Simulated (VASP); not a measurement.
# H7C2O in VASP: notebook

H7C2O is run at these levels: r2SCAN+D3(BJ); tasks: single point.

All numbers are computed with VASP 6.6.1; they aren't measurements. Logs are shortened: lines on timing, memory, paths and dates and some standing lists are left out, and cuts for length are marked.

## (1) The cell of the first run

The cell holds an amorphous packing of atoms, 40 atoms: a = 8.199 Å, b = 8.207 Å, c = 8.212 Å, α = 90.00°, β = 90.00°, γ = 90.00°.

## (2) Single point, r2SCAN+D3(BJ)

Input file POSCAR:

```
H7C2O
1.0
    8.1989370000      0.0000000000      0.0000000000
    0.0000000000      8.2065760000      0.0000000000
    0.0000000000      0.0000000000      8.2120590000
O C H
4 8 28
Direct
    0.6468765402      0.2214443636      0.8582865759
    0.8177767435      0.3590778907      1.0232634714
    0.3929655759      0.5794499436      0.5110167864
    0.4297752257      0.6309086762      0.7776125330
    0.6960780404      0.3476967739      0.9467053269
    0.3562291063      0.6566441351      0.6508964439
    0.6862231043     -0.0707968829      0.5652906293
    0.7615133523      0.8264104299      0.0446781982
    0.9512330684      0.4946520936      0.6521263425
    0.2151864321      0.2071265775      0.1873829694
    0.6601343564      0.3252026180      0.3967945189
    0.2441536019      0.1279583592      0.7138161087
    0.7327047397      0.1420080677      0.8771125488
    0.6155310133      0.4404272866      0.9327989485
    0.4803061665      0.4956269216      0.5265549115
    0.2647904234      0.7534689254      0.6255191299
    0.5631095836     -0.0099798016      0.5419347328
    0.7829063694      0.0264665800      0.5631596169
    0.7070428764     -0.1628815720      0.4772371947
    0.6923092591     -0.1358179099      0.6799999854
    0.8316565916      0.8412887421     -0.0643565761
    0.8340837355      0.7438912404      0.1150381409
    0.6420222524      0.7750735508      0.0248902255
    0.7649284291      0.9404043781      0.1110683691
    1.0286577394      0.5406274188      0.7428831186
    0.8939695475      0.3825834307      0.6839697572
    1.0130947463      0.4842092488      0.5331062526
    0.8564037021      0.5850430192      0.6330811798
    0.1855484437      0.1443232842      0.2938239971
    0.1024645024      0.2416233031      0.1290419370
    0.3107476006      0.1404727136      0.1244876589
    0.2716815607      0.3244349410      0.2133326124
    0.6778195759      0.4562926122      0.3865047730
    0.6457178534      0.2859170499      0.5286859240
    0.7577079809      0.2700151683      0.3390501700
    0.5456682982      0.2939228248      0.3355187779
    0.3068812457      0.0428558756      0.7900820001
    0.3340555001      0.2056155941      0.6402900905
    0.1744006571      0.2232356101      0.7868306840
    0.1574960266      0.0609145641      0.6381956097
```

Input file INCAR.step1:

```
ALGO = Normal ; EDIFF = 1E-4
ENCUT = 520 ; GGA = PE
ISMEAR = -1 ; LASPH = T
LCHARG = F ; LREAL = Auto
LWAVE = T ; NBANDS = 68
NELM = 60 ; PREC = Accurate
SIGMA = 0.02
```

Input file INCAR.step2:

```
ALGO = Normal ; EDIFF = 1E-7
ENCUT = 520 ; ISIF = 2
ISMEAR = -1 ; ISTART = 1
IVDW = 12 ; LASPH = T
LCHARG = F ; LMIXTAU = T
LREAL = Auto ; LWAVE = F
METAGGA = R2SCAN ; NBANDS = 68
NELM = 60 ; PREC = Accurate
SIGMA = 0.02 ; VDW_A1 = 0.49484001
VDW_A2 = 5.73083694 ; VDW_S6 = 1.0
VDW_S8 = 0.78981345
```

Input file KPOINTS:

```
k-points
0
Gamma
  1 1 1
```

Potentials or basis: VASP PAW PBE potentials, release 64 (O, C, H).

Run with:

```
cat potpaw_PBE.64/O/POTCAR potpaw_PBE.64/C/POTCAR potpaw_PBE.64/H/POTCAR > POTCAR
cp INCAR.step1 INCAR
mpirun -np 1 vasp_gam > vasp.out
cp INCAR.step2 INCAR
mpirun -np 1 vasp_gam > vasp.out
```

OUTCAR:

```text
EDIFF = 1E-7
   ENCUT = 520
   ISIF = 2
   ISMEAR = -1
   ISTART = 1
   IVDW = 12
   LASPH = T
   LREAL = Auto
   METAGGA = R2SCAN
   NELM = 60
   PREC = Accurate
 IVDW          = 12

 ion  position               nearest neighbor table
   1  0.647  0.221  0.858-  13 0.97   5 1.33
   2  0.818  0.359  0.023-   5 1.18
   3  0.393  0.579  0.511-  15 1.00   6 1.35
   4  0.430  0.631  0.778-   6 1.22
   5  0.696  0.348  0.947-  14 1.01   2 1.18   1 1.33
   6  0.356  0.657  0.651-  16 1.11   4 1.22   3 1.35
   7  0.686  0.929  0.565-  19 1.06  20 1.08  18 1.13  17 1.14
   8  0.762  0.826  0.045-  22 1.07  21 1.07  23 1.08  24 1.08
   9  0.951  0.495  0.652-  25 1.05  26 1.07  28 1.09  27 1.10
  10  0.215  0.207  0.187-  29 1.04  30 1.08  31 1.09  32 1.09
  11  0.660  0.325  0.397-  35 1.03  33 1.09  36 1.10  34 1.14
  12  0.244  0.128  0.714-  37 1.07  40 1.09  39 1.14  38 1.15
  13  0.733  0.142  0.877-   1 0.97
  14  0.616  0.440  0.933-   5 1.01
  15  0.480  0.496  0.527-   3 1.00
  16  0.265  0.753  0.626-   6 1.11
  17  0.563  0.990  0.542-   7 1.14
  18  0.783  0.026  0.563-   7 1.13
[... 20 lines left out ...]
  39  0.174  0.223  0.787-  12 1.14
  40  0.157  0.061  0.638-  12 1.09

  LATTYP: Found a simple orthorhombic cell.
 ALAT       =     8.1989370000
 B/A-ratio  =     1.0009317061
 C/A-ratio  =     1.0016004514

  Lattice vectors:

 A1 = (   8.1989370000,   0.0000000000,   0.0000000000)
 A2 = (   0.0000000000,   8.2065760000,   0.0000000000)
 A3 = (   0.0000000000,   0.0000000000,   8.2120590000)

Analysis of symmetry for initial positions (statically):
=====================================================================
 Subroutine PRICEL returns:
 Original cell was already a primitive cell.

 Routine SETGRP: Setting up the symmetry group for a
 simple orthorhombic supercell.

 Subroutine GETGRP returns: Found  1 space group operations
 (whereof  1 operations were pure point group operations)
 out of a pool of  8 trial point group operations.

The static configuration has the point symmetry C_1 .

Analysis of symmetry for dynamics (positions and initial velocities):
=====================================================================
 Subroutine PRICEL returns:
 Original cell was already a primitive cell.

 Routine SETGRP: Setting up the symmetry group for a
 simple orthorhombic supercell.

 Subroutine GETGRP returns: Found  1 space group operations
 (whereof  1 operations were pure point group operations)
 out of a pool of  8 trial point group operations.

The dynamic configuration has the point symmetry C_1 .

 Subroutine INISYM returns: Found  1 space group operations
 (whereof  1 operations are pure point group operations),
 and found     1 'primitive' translations

----------------------------------------------------------------------------------------

                                     Primitive cell

  volume of cell :     552.5500

  direct lattice vectors                    reciprocal lattice vectors
     8.198937000  0.000000000  0.000000000     0.121967031  0.000000000  0.000000000
     0.000000000  8.206576000  0.000000000     0.000000000  0.121853499  0.000000000
     0.000000000  0.000000000  8.212059000     0.000000000  0.000000000  0.121772140

  length of vectors
     8.198937000  8.206576000  8.212059000     0.121967031  0.121853499  0.121772140

  position of ions in fractional coordinates (direct lattice)
     0.646876540  0.221444364  0.858286576
     0.817776743  0.359077891  0.023263471
     0.392965576  0.579449944  0.511016786
     0.429775226  0.630908676  0.777612533
     0.696078040  0.347696774  0.946705327
     0.356229106  0.656644135  0.650896444
[... 32 lines left out ...]
     0.174400657  0.223235610  0.786830684
     0.157496027  0.060914564  0.638195610

  ion indices of the primitive-cell ions
   primitive index   ion index
                 1           1
                 2           2
                 3           3
                 4           4
                 5           5
                 6           6
[... 32 lines left out ...]
                39          39
                40          40

----------------------------------------------------------------------------------------

 KPOINTS: k-points

Automatic generation of k-mesh.
 Grid dimensions read from file:
 generate k-points for:    1    1    1

 Generating k-lattice:

  Cartesian coordinates                     Fractional coordinates (reciprocal lattice)
     0.121967031  0.000000000  0.000000000     1.000000000  0.000000000  0.000000000
     0.000000000  0.121853499  0.000000000     0.000000000  1.000000000  0.000000000
     0.000000000  0.000000000  0.121772140     0.000000000  0.000000000  1.000000000

  Length of vectors
     0.121967031  0.121853499  0.121772140

  Shift w.r.t. Gamma in fractional coordinates (k-lattice)
     0.000000000  0.000000000  0.000000000

 Subroutine IBZKPT returns following result:
 ===========================================

 Found      1 irreducible k-points:

 Following reciprocal coordinates:
            Coordinates               Weight
  0.000000  0.000000  0.000000      1.000000
   k-points           NKPTS =      1   k-points in BZ     NKDIM =      1   number of bands    NBANDS=     68
   number of dos      NEDOS =    301   number of ions     NIONS =     40
   total plane-waves  NPLWV = 262144
   dimension x,y,z NGX =    64 NGY =   64 NGZ =   64
   dimension x,y,z NGXF=   128 NGYF=  128 NGZF=  128
   ions per type =               4   8  28
   NGX,Y,Z   is equivalent  to a cutoff of  12.98, 12.96, 12.96 a.u.
   NGXF,Y,Z  is equivalent  to a cutoff of  25.95, 25.93, 25.91 a.u.
 SYSTEM =  unknown system
   PREC   = accura    normal or accurate (medium, high low for compatibility)
   ISTART =      1    job   : 0-new  1-cont  2-samecut
   ICHARG =      0    charge: 1-file 2-atom 10-const
   ISPIN  =      1    spin polarized calculation?
   LNONCOLLINEAR =      F non collinear calculations
   LSORBIT =      F    spin-orbit coupling
   LASPH  =      T    aspherical Exc in radial PAW
   ENCUT  =  520.0 eV  38.22 Ry    6.18 a.u.  15.24 15.26 15.27*2*pi/ulx,y,z
   NELM   =     60;   NELMIN=  2; NELMDL=  0     # of ELM steps
   EDIFF  = 0.1E-06   stopping-criterion for ELM
   LREAL  =      T    real-space projection
   EDIFFG = 0.1E-05   stopping-criterion for IOM
   NSW    =      0    number of steps for IOM
   IBRION =     -1    ionic relax: 0-MD 1-quasi-New 2-CG
   NFREE  =      0    steps in history (QN), initial steepest desc. (CG)
   ISIF   =      2    stress and relaxation
   ISYM   =      2    0-nonsym 1-usesym 2-fastsym
   POTIM  = 0.5000    time-step for ionic-motion
   TEBEG  =    0.0;   TEEND  =   0.0 temperature during run
   PSTRESS=    0.0 pullay stress
   NELECT =      84.0000    total number of electrons
   NUPDOWN=      -1.0000    fix difference up-down
   EMIN   =  10.00;   EMAX   =-10.00  energy-range for DOS
   EFERMI =   0.00;   METHOD = LEGACY
   ISMEAR =    -1;   SIGMA  =   0.02  broadening in eV -4-tet -1-fermi 0-gaus
   EFERMI_NEDOS =   21; number of points for ismear=-14 and -15
   IALGO  =     38    algorithm
   IMIX   =      4    mixing-type and parameters
     AMIX     =   0.40;   BMIX     =  1.00
     AMIX_MAG =   1.60;   BMIX_MAG =  1.00
  volume/ion in A,a.u.               =      13.81        93.22
  Fermi-wavevector in a.u.,A,eV,Ry     =   0.873730  1.651111 10.386750  0.763405
  Thomas-Fermi vector in A             =   1.993162
   LORBIT       =      0    0 simple, 1 ext, 2 COOP (PROOUT), +10 PAW based schemes
   METAGGA = R2SCAN    functional components
   LHFCALC =     F    Hartree Fock is set to
   AEXX    =    0.0000 exact exchange contribution
   IVDW    =    12    specifies the selected vdW correction
   LEPSILON=     F    determine dielectric tensor
   LRPA    =     F    only Hartree local field effects (RPA)
 non-spin polarized calculation
  energy-cutoff  :      520.00
  volume of cell :      552.55
 maximum number of plane-waves:      7412
 NGX is ok and might be reduce to    64
   NGX = 31   NGY = 31   NGZ = 31

 number of electron      84.0000004 magnetization

 Free energy of the ion-electron system (eV)
  ---------------------------------------------------
  ext. energy  EPLUGINS =         0.00000000
  ---------------------------------------------------
  free energy    TOTEN  =      -214.63602593 eV

  energy without entropy =     -214.63602593  energy(sigma->0) =     -214.63602593

 E-fermi :  -4.3620     XC(G=0):  -5.5392

 val. band max:       -4.8693891532   @ k =   0.0000   0.0000   0.0000
 cond. band min:       0.7408911733   @ k =   0.0000   0.0000   0.0000
 fundamental gap:      5.6102803265
 Fermi energy:        -4.3619851204

 k-point     1 :       0.0000    0.0000    0.0000
  band No.  band energies     occupation
      1     -27.6414      2.00000
      2     -27.1350      2.00000
      3     -25.2938      2.00000
      4     -24.7684      2.00000
      5     -16.2614      2.00000
      6     -15.9892      2.00000
[... 46 lines left out ...]
     53       4.0565      0.00000
     54       4.1290      0.00000
 [bands above 54 left out]

------------------------ aborting loop because EDIFF is reached ----------------------------------------

 Edisp (eV)   -0.56228

 E8    (eV) :    -0.0879

  FORCE on cell =-STRESS in cart. coord.  units (eV):
  Direction    XX          YY          ZZ          XY          YZ          ZX
  --------------------------------------------------------------------------------------
  -------------------------------------------------------------------------------------
  Total       0.41780     1.29908     3.79411    -1.82789     1.61741     1.86703
  in kB       1.21145     3.76683    11.00141    -5.30016     4.68986     5.41364
  external pressure =        5.33 kB  Pullay stress =        0.00 kB

 VOLUME and BASIS-vectors are now :
 -----------------------------------------------------------------------------
  energy-cutoff  :      520.00
  volume of cell :      552.55
      direct lattice vectors                 reciprocal lattice vectors
     8.198937000  0.000000000  0.000000000     0.121967031  0.000000000  0.000000000
     0.000000000  8.206576000  0.000000000     0.000000000  0.121853499  0.000000000
     0.000000000  0.000000000  8.212059000     0.000000000  0.000000000  0.121772140

 POSITION                                       TOTAL-FORCE (eV/Angst)
 -----------------------------------------------------------------------------------
      5.30370      1.81730      7.04830         0.409501     -0.899919     -0.027059
      6.70490      2.94680      0.19104         2.262582     -0.459838      1.393682
      3.22190      4.75530      4.19650         0.142114     -0.573590     -0.080842
      3.52370      5.17760      6.38580        -0.927937      0.330505     -0.425994
      5.70710      2.85340      7.77440        -0.277039     -0.588055     -0.755664
      2.92070      5.38880      5.34520         1.489145     -0.182883      0.054462
[... 32 lines left out ...]
      1.42990      1.83200      6.46150         0.624492     -1.252126     -0.459830
      1.29130      0.49990      5.24090         0.142857      0.251995     -0.227453
 -----------------------------------------------------------------------------------
    total drift:                                0.024955     -0.006620      0.000673

  FREE ENERGIE OF THE ION-ELECTRON SYSTEM (eV)
  ---------------------------------------------------
  free  energy   TOTEN  =      -215.1983049074 eV

  energy  without entropy=     -215.1983049074  energy(sigma->0) =     -215.19830491
```

Wall time 4.1 min (1 thread of Intel Xeon Platinum 8488C (Sapphire Rapids), shared host); peak memory 0.64 GiB.

What came out:

```
Free energy                : -215.1983 eV
Pressure                   : 0.5 GPa
Largest force              : 3.556 eV/Å
Band gap on the k mesh     : 5.61 eV
Dispersion energy per atom : -0.014 eV
```

Forces in eV/Å, atoms in the order of the input:
```
O    0.410 -0.900 -0.027
O    2.263 -0.460  1.394
O    0.142 -0.574 -0.081
O   -0.928  0.331 -0.426
C   -0.277 -0.588 -0.756
C    1.489 -0.183  0.054
C   -0.560  1.770  0.358
C    0.580  0.113  0.391
C   -0.570  0.571 -1.935
C    0.820  1.365 -0.614
C   -2.214  0.665  1.891
C   -0.230  2.433 -0.418
H   -0.062 -0.680 -0.288
H   -2.404  2.608 -0.261
H   -0.838  0.895  0.133
H    0.151 -0.463  0.347
H    1.322 -0.800  0.474
H   -0.692 -0.886 -0.132
H    0.275 -0.433 -1.111
H   -0.364  0.262  0.409
H    0.002  0.105 -0.841
H    0.206 -0.649  0.517
H   -0.289  0.176 -0.142
H   -0.468  0.277  0.075
H    0.999  0.195  1.081
H   -0.097 -0.711  0.262
H    0.014 -0.159  0.521
H   -0.293  0.125  0.065
H   -0.244 -0.673  1.636
H   -0.089 -0.512 -0.874
H   -0.548 -0.261 -0.675
H    0.051  0.103  0.534
H    0.036  0.099  0.106
H    0.418  0.422 -1.243
H    1.599 -1.113 -0.743
H    0.174 -0.029 -0.082
H    0.411 -0.172  0.524
H   -0.961 -1.268  0.563
H    0.624 -1.252 -0.460
H    0.143  0.252 -0.227
```

Caveat: the k points lie up to 0.77 Å⁻¹ apart; the PAW data sets were made with another functional, which shifts forces and pressure a little.

[end of part 1 of 2]
